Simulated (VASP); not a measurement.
# PbO (P4/nmm) in VASP: further runs, part 2 of 2

VASP 6.6.1.

## (3) Relaxation of volume and atoms at fixed shape, LDA

This run uses another cell than the first one, of 19.94 Å³/atom.

Contents of INCAR:

```
SYSTEM = PbO
ALGO = Normal ; EDIFF = 1E-6
EDIFFG = -0.02 ; ENCUT = 600
GGA = CA ; IBRION = 2
ISIF = 8 ; ISMEAR = 0
LASPH = .True. ; LCHARG = .False.
LREAL = .False. ; LWAVE = .False.
NELM = 100 ; NSW = 50
PREC = Accurate ; SIGMA = 0.01
```

Contents of KPOINTS:

```
k-points
0
Gamma
  6 6 5
  0 0 0
```

Contents of POSCAR:

```
PbO
1.0
    3.9900000000      0.0000000000      0.0000000000
    0.0000000000      3.9900000000      0.0000000000
    0.0000000000      0.0000000000      5.0100000000
Pb O
2 2
Direct
    0.0000000000      0.5000000000      0.2400000000
    0.5000000000      0.0000000000      0.7600000000
    0.0000000000      0.0000000000      0.0000000000
    0.5000000000      0.5000000000      0.0000000000
```

Potentials or basis: VASP PAW LDA potentials, release 64 (Pb_d, O).

Launch:

```
$ cat potpaw_LDA.64/Pb_d/POTCAR potpaw_LDA.64/O/POTCAR > POTCAR
$ mpirun -np 1 vasp_std > vasp.out
```

OUTCAR:

```text
SYSTEM = PbO
   EDIFF = 1E-6
   EDIFFG = -0.02
   ENCUT = 600
   GGA = CA
   IBRION = 2
   ISIF = 8
   ISMEAR = 0
   LASPH = .True.
   LREAL = .False.
   NELM = 100
   NSW = 50
   PREC = Accurate

 ion  position               nearest neighbor table
   1  0.000  0.500  0.240-   3 2.33   4 2.33   3 2.33   4 2.33   2 3.71   2 3.71   2 3.71   2 3.71
                             2 3.84   2 3.84   2 3.84   2 3.84
   2  0.500  0.000  0.760-   3 2.33   4 2.33   4 2.33   3 2.33   1 3.71   1 3.71   1 3.71   1 3.71
                             1 3.84   1 3.84   1 3.84   1 3.84
   3  0.000  0.000  0.000-   1 2.33   2 2.33   1 2.33   2 2.33
   4  0.500  0.500  0.000-   1 2.33   2 2.33   2 2.33   1 2.33

  LATTYP: Found a simple tetragonal cell.
 ALAT       =     3.9900000000
 C/A-ratio  =     1.2556390977

  Lattice vectors:

 A1 = (   3.9900000000,   0.0000000000,   0.0000000000)
 A2 = (   0.0000000000,   3.9900000000,   0.0000000000)
 A3 = (   0.0000000000,   0.0000000000,   5.0100000000)

Analysis of symmetry for initial positions (statically):
=====================================================================
 Subroutine PRICEL returns:
 Original cell was already a primitive cell.

 Routine SETGRP: Setting up the symmetry group for a
 simple tetragonal supercell.

 Subroutine GETGRP returns: Found 16 space group operations
 (whereof  8 operations were pure point group operations)
 out of a pool of 16 trial point group operations.

The static configuration has the point symmetry D_2d.
 The point group associated with its full space group is D_4h.

Analysis of symmetry for dynamics (positions and initial velocities):
=====================================================================
 Subroutine PRICEL returns:
 Original cell was already a primitive cell.

 Routine SETGRP: Setting up the symmetry group for a
 simple tetragonal supercell.

 Subroutine GETGRP returns: Found 16 space group operations
 (whereof  8 operations were pure point group operations)
 out of a pool of 16 trial point group operations.

The dynamic configuration has the point symmetry D_2d.
[... 128 lines left out ...]
   LORBIT       =      0    0 simple, 1 ext, 2 COOP (PROOUT), +10 PAW based schemes
   GGA     = CA    functional components
   LHFCALC =     F    Hartree Fock is set to
   AEXX    =    0.0000 exact exchange contribution
   IVDW    =     0    specifies the selected vdW correction
   LEPSILON=     F    determine dielectric tensor
   LRPA    =     F    only Hartree local field effects (RPA)
 conjugate gradient relaxation of ions
 non-spin polarized calculation
 Gauss-broadening in eV      SIGMA  =   0.01
  energy-cutoff  :      600.00
  volume of cell :       79.76
 maximum number of plane-waves:      2692
 NGX is ok and might be reduce to    32
   NGX = 15   NGY = 15   NGZ = 21

--------------------------------------- Ionic step        1  -------------------------------------------

 number of electron      40.0000002 magnetization

 Free energy of the ion-electron system (eV)
  ---------------------------------------------------
  ext. energy  EPLUGINS =         0.00000000
  ---------------------------------------------------
  free energy    TOTEN  =       -24.37527201 eV

  energy without entropy =      -24.37527201  energy(sigma->0) =      -24.37527201

------------------------ aborting loop because EDIFF is reached ----------------------------------------

  FORCE on cell =-STRESS in cart. coord.  units (eV):
  Direction    XX          YY          ZZ          XY          YZ          ZX
  --------------------------------------------------------------------------------------
  -------------------------------------------------------------------------------------
  Total       -1.7546240     -1.7546240     -1.6658023      0.0000000      0.0000000      0.0000000
  in kB      -35.2461055    -35.2461055    -33.4618938      0.0000000      0.0000000      0.0000000
  external PRESSURE =     -34.6513683 kB  Pullay stress =       0.0000000 kB
[... 177 lines left out ...]
--------------------------------------- Ionic step        6  -------------------------------------------

 number of electron      39.9999978 magnetization

 Free energy of the ion-electron system (eV)
  ---------------------------------------------------
  ext. energy  EPLUGINS =         0.00000000
  ---------------------------------------------------
  free energy    TOTEN  =       -24.41139527 eV

  energy without entropy =      -24.41139527  energy(sigma->0) =      -24.41139527

 E-fermi :   5.3509     XC(G=0): -10.4946

 val. band max:        5.2659005612   @ k =   0.0000   0.0000   0.0000
 cond. band min:       6.3063996528   @ k =   0.5000   0.5000   0.0000
 fundamental gap:      1.0404990915
 Fermi energy:         5.3508616994

 k-point     1 :       0.0000    0.0000    0.0000
  band No.  band energies     occupation
      1     -13.1683      2.00000
      2     -12.5734      2.00000
      3     -10.7665      2.00000
      4     -10.7665      2.00000
      5     -10.6889      2.00000
      6     -10.6807      2.00000
[... 637 lines left out ...]
     23      11.5929      0.00000
     24      11.5929      0.00000

 [... further k-points ...]
[... 5 lines left out ...]
  --------------------------------------------------------------------------------------
  -------------------------------------------------------------------------------------
  Total        0.0644980      0.0644980     -0.1212408      0.0000000      0.0000000      0.0000000
  in kB        1.3501031      1.3501031     -2.5378725      0.0000000      0.0000000      0.0000000
  external PRESSURE =       0.0541113 kB  Pullay stress =       0.0000000 kB
[... 19 lines left out ...]
  FREE ENERGIE OF THE ION-ELECTRON SYSTEM (eV)
  ---------------------------------------------------
  free  energy   TOTEN  =       -24.4113952718 eV

  energy  without entropy=      -24.4113952718  energy(sigma->0) =      -24.41139527

 reached required accuracy - stopping structural energy minimisation
```

CONTCAR:

```text
PbO
   1.00000000000000
     3.9355759540341770    0.0000000000000000    0.0000000000000000
     0.0000000000000000    3.9355759540341770    0.0000000000000000
     0.0000000000000000    0.0000000000000000    4.9416630400278763
  Pb              O
     2     2
Direct
     0.0000000000000000    0.5000000000000000    0.2398845430219642
     0.5000000000000000    0.0000000000000000    0.7601154569780357
     0.0000000000000000    1.0000000000000000    0.0000000000000000
     0.5000000000000000    0.5000000000000000    0.0000000000000000

  0.00000000E+00  0.00000000E+00  0.00000000E+00
  0.00000000E+00  0.00000000E+00  0.00000000E+00
  0.00000000E+00  0.00000000E+00  0.00000000E+00
  0.00000000E+00  0.00000000E+00  0.00000000E+00
```

Wall time 4.8 min (1 thread of Intel Xeon 8259CL, shared host); peak memory 0.21 GiB.

Results:

```yaml
Free_energy: -24.4114 eV
Relaxed_volume: 19.14 Å³/atom
Relaxed_cell: a = 3.936 Å, b = 3.936 Å, c = 4.942 Å, α = 90.00°, β = 90.00°, γ = 90.00°
Space_group_after_relaxing_to_0.1_Å: P4/nmm (No. 129)
Energy_gained_by_relaxing: 9.0 meV/atom
Ionic_steps: 6
Pressure_after_relaxing: 0.0 GPa
Largest_force_after_relaxing: 0.017 eV/Å
Band_gap_on_the_k_mesh: 1.04 eV (least direct gap 2.19 eV)
```

Forces on the atoms (eV/Å):
```
Pb   0.000  0.000  0.017
Pb   0.000  0.000 -0.017
O    0.000  0.000  0.000
O    0.000  0.000  0.000
```

The path:
```
step  energy change (eV)  largest force (eV/Å)  pressure (GPa)  volume (Å³)
   1              0.0000                0.5403           -3.47        79.76
   2              0.0035                0.8022            3.80        74.88
   3             -0.0346                0.0831           -0.17        77.31
   4             -0.0346                0.0977           -0.13        77.26
   5             -0.0353                0.0696           -0.08        77.03
   6             -0.0361                0.0170            0.01        76.54
```

Final structure:
```xyz
4
Lattice="3.9356 0.0000 0.0000 0.0000 3.9356 0.0000 0.0000 0.0000 4.9417" Properties=species:S:1:pos:R:3 pbc="T T T"
Pb    0.0000    1.9678    1.1854
Pb    1.9678    0.0000    3.7562
O     0.0000    3.9356    0.0000
O     1.9678    1.9678    0.0000
```

Levels at points of the mesh, in eV from the valence-band top:
| k point | band 16 | band 17 | band 18 | band 19 | band 20 | band 21 | band 22 | band 23 | band 24 |
| --- | --- | --- | --- | --- | --- | --- | --- | --- | --- |
| (0.00, 0.00, 0.00) | -4.52 | -1.84 | -1.79 | -1.79 | 0.00 | 2.44 | 5.48 | 5.59 | 5.59 |
| (0.50, 0.00, 0.00) | -3.42 | -3.20 | -3.20 | -1.81 | -1.81 | 3.39 | 3.39 | 6.66 | 6.66 |
| (0.50, 0.50, 0.00) | -3.67 | -1.72 | -1.72 | -1.15 | -1.15 | 1.04 | 1.04 | 5.20 | 5.20 |

Caveat: spin-orbit coupling is left out, which moves the levels of the heavy elements.
